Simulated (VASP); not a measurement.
# AlCu3 (Pm-3m) in VASP: a series of runs

Runs on AlCu3. Level: PBEsol. Tasks: single point.

Everything below comes from runs of VASP 6.6.1. Logs are shortened: lines on timing, memory, paths and dates and some standing lists are left out, and cuts for length are marked.

## Step 1: The cell of the first run

It takes space group Pm-3m (No. 221, cubic). Conventional cell: a = 4.143 Å, b = 4.143 Å, c = 4.143 Å, α = 90.00°, β = 90.00°, γ = 90.00°. Al (site symmetry m-3m) has 6 Cu at 2.07 Å within 2.7 Å. Cu (site symmetry 4/mmm) has 2 Al at 2.07 Å within 2.7 Å.

## Step 2: Single point, PBEsol

Contents of INCAR:

```
SYSTEM = AlCu3
  PREC = Accurate
  ENCUT = 600
  EDIFF = 1E-6
  ISMEAR = 1
  SIGMA = 0.1
  LREAL = .FALSE.
  LASPH = .TRUE.
  NELM = 120
  ALGO = Normal
  ISIF = 2
  LWAVE = .FALSE.
  LCHARG = .FALSE.
  GGA = PS
  NBANDS = 26
  GGA_COMPAT = .FALSE.
```

Contents of KPOINTS:

```
regular mesh
0
G
  7 7 7
  0 0 0
```

Contents of POSCAR:

```
AlCu3
1.0
    4.1427136693      0.0000000000      0.0000000000
    0.0000000000      4.1427136693      0.0000000000
    0.0000000000      0.0000000000      4.1427136693
Al Cu
1 3
Direct
    0.0000000000      0.0000000000      0.0000000000
    0.5000000000      0.0000000000      0.0000000000
    0.0000000000      0.0000000000      0.5000000000
    0.0000000000      0.5000000000      0.0000000000
```

Potentials or basis: VASP PAW PBE potentials, release 64 (Al, Cu).

Started as:

```console
cat potpaw_PBE.64/Al/POTCAR potpaw_PBE.64/Cu/POTCAR > POTCAR
mpirun -np 1 vasp_std > vasp.out
```

OUTCAR:

```text
SYSTEM = AlCu3
   PREC = Accurate
   ENCUT = 600
   EDIFF = 1E-6
   ISMEAR = 1
   LREAL = .FALSE.
   LASPH = .TRUE.
   NELM = 120
   ISIF = 2
   GGA = PS

 ion  position               nearest neighbor table
   1  0.000  0.000  0.000-   2 2.07   3 2.07   4 2.07   3 2.07   4 2.07   2 2.07
   2  0.500  0.000  0.000-   1 2.07   1 2.07
   3  0.000  0.000  0.500-   1 2.07   1 2.07
   4  0.000  0.500  0.000-   1 2.07   1 2.07

  LATTYP: Found a simple cubic cell.
 ALAT       =     4.1427136693

  Lattice vectors:

 A1 = (   4.1427136693,   0.0000000000,   0.0000000000)
 A2 = (   0.0000000000,   4.1427136693,   0.0000000000)
 A3 = (   0.0000000000,   0.0000000000,   4.1427136693)

Analysis of symmetry for initial positions (statically):
=====================================================================
 Subroutine PRICEL returns:
 Original cell was already a primitive cell.

 Routine SETGRP: Setting up the symmetry group for a
 simple cubic supercell.

 Subroutine GETGRP returns: Found 48 space group operations
 (whereof 48 operations were pure point group operations)
 out of a pool of 48 trial point group operations.

The static configuration has the point symmetry O_h .

Analysis of symmetry for dynamics (positions and initial velocities):
=====================================================================
 Subroutine PRICEL returns:
 Original cell was already a primitive cell.

 Routine SETGRP: Setting up the symmetry group for a
 simple cubic supercell.

 Subroutine GETGRP returns: Found 48 space group operations
 (whereof 48 operations were pure point group operations)
 out of a pool of 48 trial point group operations.

The dynamic configuration has the point symmetry O_h .

 Subroutine INISYM returns: Found 48 space group operations
 (whereof 48 operations are pure point group operations),
 and found     1 'primitive' translations

----------------------------------------------------------------------------------------

                                     Primitive cell

  volume of cell :      71.0976

  direct lattice vectors                    reciprocal lattice vectors
     4.142713669  0.000000000  0.000000000     0.241387670  0.000000000  0.000000000
     0.000000000  4.142713669  0.000000000     0.000000000  0.241387670  0.000000000
     0.000000000  0.000000000  4.142713669     0.000000000  0.000000000  0.241387670

  length of vectors
     4.142713669  4.142713669  4.142713669     0.241387670  0.241387670  0.241387670

  position of ions in fractional coordinates (direct lattice)
     0.000000000  0.000000000  0.000000000
     0.500000000  0.000000000  0.000000000
     0.000000000  0.000000000  0.500000000
     0.000000000  0.500000000  0.000000000

  ion indices of the primitive-cell ions
   primitive index   ion index
                 1           1
                 2           2
                 3           3
                 4           4

----------------------------------------------------------------------------------------

 KPOINTS: regular mesh

Automatic generation of k-mesh.
 Grid dimensions read from file:
 generate k-points for:    7    7    7

 Generating k-lattice:

  Cartesian coordinates                     Fractional coordinates (reciprocal lattice)
     0.034483953  0.000000000  0.000000000     0.142857143  0.000000000  0.000000000
     0.000000000  0.034483953  0.000000000     0.000000000  0.142857143  0.000000000
     0.000000000  0.000000000  0.034483953     0.000000000  0.000000000  0.142857143

  Length of vectors
     0.034483953  0.034483953  0.034483953

  Shift w.r.t. Gamma in fractional coordinates (k-lattice)
     0.000000000  0.000000000  0.000000000

 Subroutine IBZKPT returns following result:
 ===========================================

 Found     20 irreducible k-points:

 Following reciprocal coordinates:
            Coordinates               Weight
  0.000000  0.000000  0.000000      1.000000
  0.142857  0.000000  0.000000      6.000000
  0.285714  0.000000  0.000000      6.000000
  0.428571  0.000000  0.000000      6.000000
  0.142857  0.142857  0.000000     12.000000
  0.285714  0.142857  0.000000     24.000000
[... 12 lines left out ...]
  0.428571  0.428571  0.285714     24.000000
  0.428571  0.428571  0.428571      8.000000
   k-points           NKPTS =     20   k-points in BZ     NKDIM =     20   number of bands    NBANDS=     26
   number of dos      NEDOS =    301   number of ions     NIONS =      4
   total plane-waves  NPLWV =  46656
   dimension x,y,z NGX =    36 NGY =   36 NGZ =   36
   dimension x,y,z NGXF=    72 NGYF=   72 NGZF=   72
   ions per type =               1   3
   NGX,Y,Z   is equivalent  to a cutoff of  14.45, 14.45, 14.45 a.u.
   NGXF,Y,Z  is equivalent  to a cutoff of  28.89, 28.89, 28.89 a.u.
 SYSTEM =  AlCu3
   PREC   = accura    normal or accurate (medium, high low for compatibility)
   ISTART =      0    job   : 0-new  1-cont  2-samecut
   ICHARG =      2    charge: 1-file 2-atom 10-const
   ISPIN  =      1    spin polarized calculation?
   LNONCOLLINEAR =      F non collinear calculations
   LSORBIT =      F    spin-orbit coupling
   LASPH  =      T    aspherical Exc in radial PAW
   ENCUT  =  600.0 eV  44.10 Ry    6.64 a.u.   8.27  8.27  8.27*2*pi/ulx,y,z
   NELM   =    120;   NELMIN=  2; NELMDL= -5     # of ELM steps
   EDIFF  = 0.1E-05   stopping-criterion for ELM
   LREAL  =      F    real-space projection
   EDIFFG = 0.1E-04   stopping-criterion for IOM
   NSW    =      0    number of steps for IOM
   IBRION =     -1    ionic relax: 0-MD 1-quasi-New 2-CG
   NFREE  =      0    steps in history (QN), initial steepest desc. (CG)
   ISIF   =      2    stress and relaxation
   ISYM   =      2    0-nonsym 1-usesym 2-fastsym
   POTIM  = 0.5000    time-step for ionic-motion
   TEBEG  =    0.0;   TEEND  =   0.0 temperature during run
   PSTRESS=    0.0 pullay stress
   NELECT =      36.0000    total number of electrons
   NUPDOWN=      -1.0000    fix difference up-down
   EMIN   =  10.00;   EMAX   =-10.00  energy-range for DOS
   EFERMI =   0.00;   METHOD = LEGACY
   ISMEAR =     1;   SIGMA  =   0.10  broadening in eV -4-tet -1-fermi 0-gaus
   EFERMI_NEDOS =   21; number of points for ismear=-14 and -15
   IALGO  =     38    algorithm
   IMIX   =      4    mixing-type and parameters
     AMIX     =   0.40;   BMIX     =  1.00
     AMIX_MAG =   1.60;   BMIX_MAG =  1.00
  volume/ion in A,a.u.               =      17.77       119.95
  Fermi-wavevector in a.u.,A,eV,Ry     =   1.304840  2.465791 23.165397  1.702609
  Thomas-Fermi vector in A             =   2.435749
   LORBIT       =      0    0 simple, 1 ext, 2 COOP (PROOUT), +10 PAW based schemes
   GGA     = PS    functional components
   LHFCALC =     F    Hartree Fock is set to
   AEXX    =    0.0000 exact exchange contribution
   IVDW    =     0    specifies the selected vdW correction
   LEPSILON=     F    determine dielectric tensor
   LRPA    =     F    only Hartree local field effects (RPA)
 non-spin polarized calculation
 Methfessel and Paxton  Order N= 1 SIGMA  =   0.10
  energy-cutoff  :      600.00
  volume of cell :       71.10
 maximum number of plane-waves:      2397
 NGX is ok and might be reduce to    36
   NGX = 17   NGY = 17   NGZ = 17

 number of electron      36.0000044 magnetization

 Free energy of the ion-electron system (eV)
  ---------------------------------------------------
  ext. energy  EPLUGINS =         0.00000000
  ---------------------------------------------------
  free energy    TOTEN  =       -11.09977148 eV

  energy without entropy =      -11.09795394  energy(sigma->0) =      -11.09916563

 E-fermi :   3.8541     XC(G=0): -10.0143

 val. band max:        3.8108622819   @ k =   0.2857   0.1429   0.1429
 cond. band min:       3.8694505705   @ k =   0.4286   0.2857   0.2857
 fundamental gap:      0.0585882886
 Fermi energy:         3.8541281031

 k-point     1 :       0.0000    0.0000    0.0000
  band No.  band energies     occupation
      1      -5.1909      2.00000
      2      -0.2688      2.00000
      3      -0.2548      2.00000
      4      -0.2548      2.00000
      5      -0.2548      2.00000
      6       0.4130      2.00000
[... 18 lines left out ...]
     25      13.4664      0.00000
     26      13.7049      0.00000

 k-point     2 :       0.1429    0.0000    0.0000
  band No.  band energies     occupation
      1      -5.0506      2.00000
      2      -0.2442      2.00000
      3      -0.2173      2.00000
      4      -0.2173      2.00000
      5      -0.2038      2.00000
      6       0.2559      2.00000
[... 18 lines left out ...]
     25      12.7652      0.00000
     26      13.0276      0.00000

 k-point     3 :       0.2857    0.0000    0.0000
  band No.  band energies     occupation
      1      -4.6754      2.00000
      2      -0.3551      2.00000
      3      -0.2196      2.00000
      4      -0.1032      2.00000
      5      -0.1032      2.00000
      6       0.0487      2.00000
[... 18 lines left out ...]
     25      11.3412      0.00000
     26      12.9122      0.00000

 k-point     4 :       0.4286    0.0000    0.0000
  band No.  band energies     occupation
      1      -4.2692      2.00000
      2      -1.0000      2.00000
      3      -0.1994      2.00000
      4       0.0855      2.00000
      5       0.0855      2.00000
      6       0.2887      2.00000
[... 18 lines left out ...]
     25      10.6019      0.00000
     26      14.4518      0.00000
[... 380 lines left out ...]
      1      -3.1667      2.00000
      2      -1.3091      2.00000
      3      -0.9714      2.00000
      4      -0.4274      2.00000
      5       0.4464      2.00000
      6       0.5081      2.00000
[... 18 lines left out ...]
     25      12.3625      0.00000
     26      15.2170      0.00000

 k-point    19 :       0.4286    0.4286    0.2857
  band No.  band energies     occupation
      1      -2.6687      2.00000
      2      -1.3980      2.00000
      3      -1.3269      2.00000
      4      -0.5323      2.00000
      5       0.5214      2.00000
      6       0.5648      2.00000
[... 18 lines left out ...]
     25      13.6659      0.00000
     26      15.8600      0.00000

 k-point    20 :       0.4286    0.4286    0.4286
  band No.  band energies     occupation
      1      -2.1172      2.00000
      2      -1.4661      2.00000
      3      -1.4661      2.00000
      4      -0.8605      2.00000
      5       0.5809      2.00000
      6       0.5809      2.00000
[... 18 lines left out ...]
     25      13.7732      0.00000
     26      17.3517      0.00000

------------------------ aborting loop because EDIFF is reached ----------------------------------------

  FORCE on cell =-STRESS in cart. coord.  units (eV):
  Direction    XX          YY          ZZ          XY          YZ          ZX
  --------------------------------------------------------------------------------------
  -------------------------------------------------------------------------------------
  Total        9.0061339      9.0061339      9.0061339      0.0000000     -0.0000000      0.0000000
  in kB      202.9524179    202.9524179    202.9524179      0.0000000     -0.0000000      0.0000000
  external PRESSURE =     202.9524179 kB  Pullay stress =       0.0000000 kB

 VOLUME and BASIS-vectors are now :
 -----------------------------------------------------------------------------
  energy-cutoff  :      600.00
  volume of cell :       71.10
      direct lattice vectors                 reciprocal lattice vectors
     4.142713669  0.000000000  0.000000000     0.241387670  0.000000000  0.000000000
     0.000000000  4.142713669  0.000000000     0.000000000  0.241387670  0.000000000
     0.000000000  0.000000000  4.142713669     0.000000000  0.000000000  0.241387670

 POSITION                                       TOTAL-FORCE (eV/Angst)
 -----------------------------------------------------------------------------------
      0.00000      0.00000      0.00000         0.000000      0.000000      0.000000
      2.07136      0.00000      0.00000         0.000000      0.000000      0.000000
      0.00000      0.00000      2.07136         0.000000      0.000000      0.000000
      0.00000      2.07136      0.00000         0.000000      0.000000      0.000000
 -----------------------------------------------------------------------------------
    total drift:                                0.000000      0.000000     -0.000000

  FREE ENERGIE OF THE ION-ELECTRON SYSTEM (eV)
  ---------------------------------------------------
  free  energy   TOTEN  =       -11.0997714793 eV

  energy  without entropy=      -11.0979539407  energy(sigma->0) =      -11.09916563
```

Run time: 38 s. Hardware: 1 thread of Intel Xeon Platinum 8375C at 2.90GHz (Ice Lake), shared host; peak memory 0.21 GiB.

What came out:

| Property | Result |
| --- | --- |
| Free energy | -11.0998 eV |
| Pressure | 20.3 GPa |
| Band gap on the k mesh | zero (bands 18 and 19 overlap by 1.74 eV) |

Caveat: the cell stands under pressure; the PAW data sets were made with another functional, which shifts forces and pressure a little.

## Step 3: Single point, PBEsol

This run uses another cell than the first one, of 19.75 Å³/atom.

Contents of INCAR:

```
  PREC = Accurate
  ENCUT = 600
  EDIFF = 1E-6
  ISMEAR = 1
  SIGMA = 0.1
  LREAL = False
  LASPH = True
  NELM = 120
  ALGO = Normal
  ISIF = 2
  LWAVE = False
  LCHARG = False
  GGA = PS
  NBANDS = 26
  GGA_COMPAT = False
```

Contents of KPOINTS:

```
regular mesh
0
Gamma
  7 7 7
```

Contents of POSCAR:

```
AlCu3
1.0
    4.2905517182      0.0000000000      0.0000000000
    0.0000000000      4.2905517182      0.0000000000
    0.0000000000      0.0000000000      4.2905517182
Al Cu
1 3
Direct
    0.0000000000      0.0000000000      0.0000000000
    0.5000000000      0.0000000000      0.0000000000
    0.0000000000      0.0000000000      0.5000000000
    0.0000000000      0.5000000000      0.0000000000
```

Potentials or basis: VASP PAW PBE potentials, release 64 (Al, Cu).

Started as:

```console
cat potpaw_PBE.64/Al/POTCAR potpaw_PBE.64/Cu/POTCAR > POTCAR
mpirun -np 1 vasp_std > vasp.out
```

It took 36 s on 1 thread of Intel Xeon Platinum 8375C at 2.90GHz (Ice Lake), shared host; peak memory 0.22 GiB.

Results (log left out):

```yaml
Free_energy: -11.8384 eV
Pressure: 10.4 GPa
Band_gap_on_the_k_mesh: zero (bands 18 and 19 overlap by 1.62 eV)
```

Levels at points of the mesh, in eV from the Fermi level:
| k point | band 16 | band 17 | band 18 | band 19 | band 20 | band 21 |
| --- | --- | --- | --- | --- | --- | --- |
| (0.00, 0.00, 0.00) | -1.85 | -0.34 | -0.34 | -0.34 | 2.63 | 2.63 |

Caveat: the cell stands under pressure; the PAW data sets were made with another functional, which shifts forces and pressure a little.

(Continued in part 2 of 2.)

The gap in the log of VASP goes by the Fermi energy; the results here count the filled bands.